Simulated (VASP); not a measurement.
# Tl (Fm-3m) in VASP: a series of runs

Tl is run at these levels: PBE; tasks: single point, relaxation of cell and atoms.

Everything below comes from runs of VASP 6.6.1. Logs are shortened: lines on timing, memory, paths and dates and some standing lists are left out, and cuts for length are marked.

## Step 1: The cell of the first run

Symmetry: Fm-3m, No. 225, cubic system. Conventional cell: a = 5.193 Å, b = 5.193 Å, c = 5.193 Å, α = 90.00°, β = 90.00°, γ = 90.00°. Within 4.8 Å of Tl (site symmetry m-3m) lie 12 Tl at 3.67 Å.

## Step 2: Single point, PBE (volume scaled by 1.12)

File INCAR:

```
SYSTEM = Tl
ALGO = Normal ; EDIFF = 1E-6
ENCUT = 520 ; GGA = PE
ISIF = 2 ; ISMEAR = -1
LASPH = .TRUE. ; LCHARG = .FALSE.
LREAL = .FALSE. ; LWAVE = .FALSE.
NBANDS = 12 ; NELM = 100
PREC = Accurate ; SIGMA = 0.1
```

File KPOINTS:

```
k-points
0
G
  12 12 12
  0 0 0
```

File POSCAR:

```
Tl
1.0
    0.0000000000      2.5965035700      2.5965035700
    2.5965035700      0.0000000000      2.5965035700
    2.5965035700      2.5965035700      0.0000000000
Tl
1
Direct
    0.0000000000      0.0000000000      0.0000000000
```

Potentials or basis: VASP PAW PBE potentials, release 64 (Tl_d).

Launch:

```sh
$ cat potpaw_PBE.64/Tl_d/POTCAR > POTCAR
$ mpirun -np 1 vasp_std > vasp.out
```

OUTCAR:

```text
SYSTEM = Tl
   EDIFF = 1E-6
   ENCUT = 520
   GGA = PE
   ISIF = 2
   ISMEAR = -1
   LASPH = .TRUE.
   LREAL = .FALSE.
   NELM = 100
   PREC = Accurate

 ion  position               nearest neighbor table
   1  0.000  0.000  0.000-

  LATTYP: Found a face centered cubic cell.
 ALAT       =     5.1930071400

  Lattice vectors:

 A1 = (   0.0000000000,   2.5965035700,   2.5965035700)
 A2 = (   2.5965035700,   0.0000000000,   2.5965035700)
 A3 = (   2.5965035700,   2.5965035700,   0.0000000000)

Analysis of symmetry for initial positions (statically):
=====================================================================
 Subroutine PRICEL returns:
 Original cell was already a primitive cell.

 Routine SETGRP: Setting up the symmetry group for a
 face centered cubic supercell.

 Subroutine GETGRP returns: Found 48 space group operations
 (whereof 48 operations were pure point group operations)
 out of a pool of 48 trial point group operations.

The static configuration has the point symmetry O_h .

Analysis of symmetry for dynamics (positions and initial velocities):
=====================================================================
 Subroutine PRICEL returns:
 Original cell was already a primitive cell.

 Routine SETGRP: Setting up the symmetry group for a
 face centered cubic supercell.

 Subroutine GETGRP returns: Found 48 space group operations
 (whereof 48 operations were pure point group operations)
 out of a pool of 48 trial point group operations.

The dynamic configuration has the point symmetry O_h .

 Subroutine INISYM returns: Found 48 space group operations
 (whereof 48 operations are pure point group operations),
 and found     1 'primitive' translations

----------------------------------------------------------------------------------------

                                     Primitive cell

  volume of cell :      35.0104

  direct lattice vectors                    reciprocal lattice vectors
     0.000000000  2.596503570  2.596503570    -0.192566652  0.192566652  0.192566652
     2.596503570  0.000000000  2.596503570     0.192566652 -0.192566652  0.192566652
     2.596503570  2.596503570  0.000000000     0.192566652  0.192566652 -0.192566652

  length of vectors
     3.672010563  3.672010563  3.672010563     0.333535226  0.333535226  0.333535226

  position of ions in fractional coordinates (direct lattice)
     0.000000000  0.000000000  0.000000000

  ion indices of the primitive-cell ions
   primitive index   ion index
                 1           1

----------------------------------------------------------------------------------------

 KPOINTS: k-points

Automatic generation of k-mesh.
 Grid dimensions read from file:
 generate k-points for:   12   12   12

 Generating k-lattice:

  Cartesian coordinates                     Fractional coordinates (reciprocal lattice)
    -0.016047221  0.016047221  0.016047221     0.083333333  0.000000000  0.000000000
     0.016047221 -0.016047221  0.016047221     0.000000000  0.083333333  0.000000000
     0.016047221  0.016047221 -0.016047221     0.000000000  0.000000000  0.083333333

  Length of vectors
     0.027794602  0.027794602  0.027794602

  Shift w.r.t. Gamma in fractional coordinates (k-lattice)
     0.000000000  0.000000000  0.000000000

 Subroutine IBZKPT returns following result:
 ===========================================

 Found     72 irreducible k-points:

 Following reciprocal coordinates:
            Coordinates               Weight
  0.000000  0.000000  0.000000      1.000000
  0.083333  0.000000  0.000000      8.000000
  0.166667  0.000000  0.000000      8.000000
  0.250000  0.000000  0.000000      8.000000
  0.333333  0.000000  0.000000      8.000000
  0.416667  0.000000  0.000000      8.000000
[... 16 lines left out ...]
  0.500000  0.166667  0.000000     24.000000
 -0.416667  0.166667  0.000000     24.000000
 [... further k-points ...]
   k-points           NKPTS =     72   k-points in BZ     NKDIM =     72   number of bands    NBANDS=     12
   number of dos      NEDOS =    301   number of ions     NIONS =      1
   total plane-waves  NPLWV =  21952
   dimension x,y,z NGX =    28 NGY =   28 NGZ =   28
   dimension x,y,z NGXF=    56 NGYF=   56 NGZF=   56
   ions per type =               1
   NGX,Y,Z   is equivalent  to a cutoff of  12.68, 12.68, 12.68 a.u.
   NGXF,Y,Z  is equivalent  to a cutoff of  25.35, 25.35, 25.35 a.u.
 SYSTEM =  Tl
   PREC   = accura    normal or accurate (medium, high low for compatibility)
   ISTART =      0    job   : 0-new  1-cont  2-samecut
   ICHARG =      2    charge: 1-file 2-atom 10-const
   ISPIN  =      1    spin polarized calculation?
   LNONCOLLINEAR =      F non collinear calculations
   LSORBIT =      F    spin-orbit coupling
   LASPH  =      T    aspherical Exc in radial PAW
   ENCUT  =  520.0 eV  38.22 Ry    6.18 a.u.   6.83  6.83  6.83*2*pi/ulx,y,z
   NELM   =    100;   NELMIN=  2; NELMDL= -5     # of ELM steps
   EDIFF  = 0.1E-05   stopping-criterion for ELM
   LREAL  =      F    real-space projection
   EDIFFG = 0.1E-04   stopping-criterion for IOM
   NSW    =      0    number of steps for IOM
   IBRION =     -1    ionic relax: 0-MD 1-quasi-New 2-CG
   NFREE  =      0    steps in history (QN), initial steepest desc. (CG)
   ISIF   =      2    stress and relaxation
   ISYM   =      2    0-nonsym 1-usesym 2-fastsym
   POTIM  = 0.5000    time-step for ionic-motion
   TEBEG  =    0.0;   TEEND  =   0.0 temperature during run
   PSTRESS=    0.0 pullay stress
   NELECT =      13.0000    total number of electrons
   NUPDOWN=      -1.0000    fix difference up-down
   EMIN   =  10.00;   EMAX   =-10.00  energy-range for DOS
   EFERMI =   0.00;   METHOD = LEGACY
   ISMEAR =    -1;   SIGMA  =   0.10  broadening in eV -4-tet -1-fermi 0-gaus
   EFERMI_NEDOS =   21; number of points for ismear=-14 and -15
   IALGO  =     38    algorithm
   IMIX   =      4    mixing-type and parameters
     AMIX     =   0.40;   BMIX     =  1.00
     AMIX_MAG =   1.60;   BMIX_MAG =  1.00
  volume/ion in A,a.u.               =      35.01       236.26
  Fermi-wavevector in a.u.,A,eV,Ry     =   1.176676  2.223596 18.838181  1.384567
  Thomas-Fermi vector in A             =   2.313036
   LORBIT       =      0    0 simple, 1 ext, 2 COOP (PROOUT), +10 PAW based schemes
   GGA     = PE    functional components
   LHFCALC =     F    Hartree Fock is set to
   AEXX    =    0.0000 exact exchange contribution
   IVDW    =     0    specifies the selected vdW correction
   LEPSILON=     F    determine dielectric tensor
   LRPA    =     F    only Hartree local field effects (RPA)
 non-spin polarized calculation
  energy-cutoff  :      520.00
  volume of cell :       35.01
 maximum number of plane-waves:       960
   NGX = 13   NGY = 13   NGZ = 13

 number of electron      13.0000000 magnetization

 Free energy of the ion-electron system (eV)
  ---------------------------------------------------
  ext. energy  EPLUGINS =         0.00000000
  ---------------------------------------------------
  free energy    TOTEN  =        -2.18715669 eV

  energy without entropy =       -2.16236532  energy(sigma->0) =       -2.17476100

 E-fermi :   4.6489     XC(G=0):  -9.2166

 val. band max:        4.5958704281   @ k =  -0.3333   0.4167   0.1667
 cond. band min:       4.6557078190   @ k =  -0.4167   0.4167   0.1667
 fundamental gap:      0.0598373909
 Fermi energy:         4.6488872825

 k-point     1 :       0.0000    0.0000    0.0000
  band No.  band energies     occupation
      1      -6.7552      2.00000
      2      -6.7552      2.00000
      3      -6.7552      2.00000
      4      -6.5942      2.00000
      5      -6.5942      2.00000
      6      -4.1553      2.00000
      7      13.2608      0.00000
      8      13.2608      0.00000
      9      13.2608      0.00000
     10      15.2536      0.00000
     11      16.5094      0.00000
     12      17.9474      0.00000

 k-point     2 :       0.0833    0.0000    0.0000
  band No.  band energies     occupation
      1      -6.7570      2.00000
      2      -6.7441      2.00000
      3      -6.7441      2.00000
      4      -6.5953      2.00000
      5      -6.5953      2.00000
      6      -4.0327      2.00000
      7      11.8363      0.00000
      8      13.1139      0.00000
      9      13.1139      0.00000
     10      15.0198      0.00000
     11      17.1672      0.00000
     12      18.2175      0.00000

 k-point     3 :       0.1667    0.0000    0.0000
  band No.  band energies     occupation
      1      -6.7654      2.00000
      2      -6.7222      2.00000
      3      -6.7222      2.00000
      4      -6.5894      2.00000
      5      -6.5894      2.00000
      6      -3.6619      2.00000
      7       9.4720      0.00000
      8      12.7558      0.00000
      9      12.7558      0.00000
     10      14.7400      0.00000
     11      17.7871      0.00000
     12      18.3683      0.00000
[... 286 lines left out ...]
 k-point    23 :       0.5000    0.1667    0.0000
  band No.  band energies     occupation
      1      -6.8151      2.00000
      2      -6.7302      2.00000
      3      -6.6716      2.00000
      4      -6.5353      2.00000
      5      -6.4405      2.00000
      6      -0.6325      2.00000
      7       3.3768      1.99999
      8       8.9343      0.00000
      9      10.4198      0.00000
     10      13.2601      0.00000
     11      17.6579      0.00000
     12      18.4579      0.00000

 k-point    24 :      -0.4167    0.1667    0.0000
  band No.  band energies     occupation
      1      -6.7996      2.00000
      2      -6.7348      2.00000
      3      -6.6785      2.00000
      4      -6.5126      2.00000
      5      -6.4649      2.00000
      6      -0.4609      2.00000
      7       3.1407      2.00000
      8       8.5097      0.00000
      9      10.8267      0.00000
     10      13.4869      0.00000
     11      17.2702      0.00000
     12      18.0632      0.00000

 [... further k-points ...]

------------------------ aborting loop because EDIFF is reached ----------------------------------------

  FORCE on cell =-STRESS in cart. coord.  units (eV):
  Direction    XX          YY          ZZ          XY          YZ          ZX
  --------------------------------------------------------------------------------------
  -------------------------------------------------------------------------------------
  Total       -0.4955789     -0.4955789     -0.4955789      0.0000000     -0.0000000      0.0000000
  in kB      -22.6791427    -22.6791427    -22.6791427      0.0000000     -0.0000000      0.0000000
  external PRESSURE =     -22.6791427 kB  Pullay stress =       0.0000000 kB

 VOLUME and BASIS-vectors are now :
 -----------------------------------------------------------------------------
  energy-cutoff  :      520.00
  volume of cell :       35.01
      direct lattice vectors                 reciprocal lattice vectors
     0.000000000  2.596503570  2.596503570    -0.192566652  0.192566652  0.192566652
     2.596503570  0.000000000  2.596503570     0.192566652 -0.192566652  0.192566652
     2.596503570  2.596503570  0.000000000     0.192566652  0.192566652 -0.192566652

 POSITION                                       TOTAL-FORCE (eV/Angst)
 -----------------------------------------------------------------------------------
      0.00000      0.00000      0.00000         0.000000     -0.000000      0.000000
 -----------------------------------------------------------------------------------
    total drift:                               -0.000000     -0.000000     -0.000000

  FREE ENERGIE OF THE ION-ELECTRON SYSTEM (eV)
  ---------------------------------------------------
  free  energy   TOTEN  =        -2.1871566894 eV

  energy  without entropy=       -2.1623653179  energy(sigma->0) =       -2.17476100
```

It took 22 s on 1 thread of Intel Xeon Platinum 8259CL at 2.50GHz (Skylake/Cascade Lake), shared host; peak memory 0.17 GiB.

What came out:

```
Free energy : -2.1872 eV
Pressure    : -2.3 GPa
```

Caveat: the cell differs from its parent crystal (volume scaled by 1.12); spin-orbit coupling is left out, which moves the levels of the heavy elements.

## Step 3: Relaxation of cell and atoms, PBE

This run uses another cell than the first one, of 28.04 Å³/atom, 0.801 times its volume.

File INCAR:

```
SYSTEM = Tl
PREC = Accurate
ENCUT = 600
EDIFF = 1E-7
ISMEAR = -1
SIGMA = 0.1
LREAL = .FALSE.
LASPH = .TRUE.
NELM = 100
ALGO = Normal
ISIF = 3
LWAVE = .FALSE.
LCHARG = .FALSE.
GGA = PE
IBRION = 2
NSW = 80
EDIFFG = -0.01
```

File KPOINTS:

```
regular mesh
0
G
  11 11 11
  0 0 0
```

File POSCAR:

```
Tl
1.0
    0.0000000000      2.4112096569      2.4112096569
    2.4112096569      0.0000000000      2.4112096569
    2.4112096569      2.4112096569      0.0000000000
Tl
1
Direct
    0.0000000000      0.0000000000      0.0000000000
```

Potentials or basis: VASP PAW PBE potentials, release 64 (Tl_d).

Launch:

```sh
$ cat potpaw_PBE.64/Tl_d/POTCAR > POTCAR
$ mpirun -np 1 vasp_std > vasp.out
```

Run time: 34 s. Hardware: 1 thread of Intel Xeon Platinum 8259CL at 2.50GHz (Skylake/Cascade Lake), shared host; peak memory 0.17 GiB.

It converged, with:

```
Free energy                            : -2.2136 eV
Relaxed volume                         : 31.25 Å³/atom
Relaxed cell                           : a = 3.536 Å, b = 3.536 Å, c = 3.536 Å, α = 60.00°, β = 60.00°, γ = 60.00°
Space group after relaxing (to 0.05 Å) : Fm-3m (No. 225)
Energy gained by relaxing              : 34.1 meV/atom
Ionic steps                            : 3
Pressure after relaxing                : 0.0 GPa
```

Step by step:
| step | energy change (eV) | largest force (eV/Å) | pressure (GPa) | volume (Å³) |
| --- | --- | --- | --- | --- |
| 1 | 0.0000 | 0.0000 | 3.86 | 28.04 |
| 2 | -0.0338 | 0.0000 | 0.31 | 30.87 |
| 3 | -0.0341 | 0.0000 | -0.04 | 31.25 |

Final structure:
```xyz
1
Lattice="0.0000 2.5001 2.5001 2.5001 0.0000 2.5001 2.5001 2.5001 0.0000" Properties=species:S:1:pos:R:3 pbc="T T T"
Tl    0.0000    0.0000    0.0000
```

Levels at points of the mesh, in eV from the Fermi level:
| k point | band 2 | band 3 | band 4 | band 5 | band 6 | band 7 | band 8 | band 9 | band 10 |
| --- | --- | --- | --- | --- | --- | --- | --- | --- | --- |
| (0.00, 0.00, 0.00) | -11.49 | -11.49 | -11.27 | -11.27 | -9.46 | 9.54 | 9.54 | 9.54 | 10.83 |

Caveat: spin-orbit coupling is left out, which moves the levels of the heavy elements.

## Step 4: Single point, PBE

This run uses another cell than the first one, of 31.26 Å³/atom, 0.893 times its volume.

File INCAR:

```
PREC = Accurate
ENCUT = 520
EDIFF = 1E-7
ISMEAR = -1
SIGMA = 0.1
LREAL = F
LASPH = T
NELM = 100
ALGO = Normal
ISIF = 2
LWAVE = F
LCHARG = T
GGA = PE
LELF = T
LVHAR = T
NBANDS = 12
```

File KPOINTS:

```
Automatic mesh
0
Gamma
  18 18 18
```

File POSCAR:

```
Tl
1.0
    0.0000000000      2.5002470095      2.5002470095
    2.5002470095      0.0000000000      2.5002470095
    2.5002470095      2.5002470095      0.0000000000
Tl
1
Direct
    0.0000000000      0.0000000000      0.0000000000
```

Launch:

```sh
$ cat potpaw_PBE.64/Tl_d/POTCAR > POTCAR
$ mpirun -np 1 vasp_std > vasp.out
```

Wall time 70 s (1 thread of Intel Xeon Platinum 8259CL at 2.50GHz (Skylake/Cascade Lake), shared host); peak memory 0.2 GiB.

Results (log left out):

* Free energy: -2.2168 eV
* Pressure: -0.1 GPa

Levels at points of the mesh, in eV from the Fermi level:
```
           k point  band 4  band 5  band 6  band 7  band 8  band 9
(0.00, 0.00, 0.00)  -11.26  -11.26   -9.44    9.56    9.56    9.56
(0.50, 0.00, 0.00)  -11.06  -11.06   -5.31   -2.53    7.66    7.66
(0.50, 0.50, 0.00)  -11.01  -11.01   -3.79   -1.53    3.91    3.91
```

Caveat: spin-orbit coupling is left out, which moves the levels of the heavy elements.

(Part 1 of 2 ends here.)
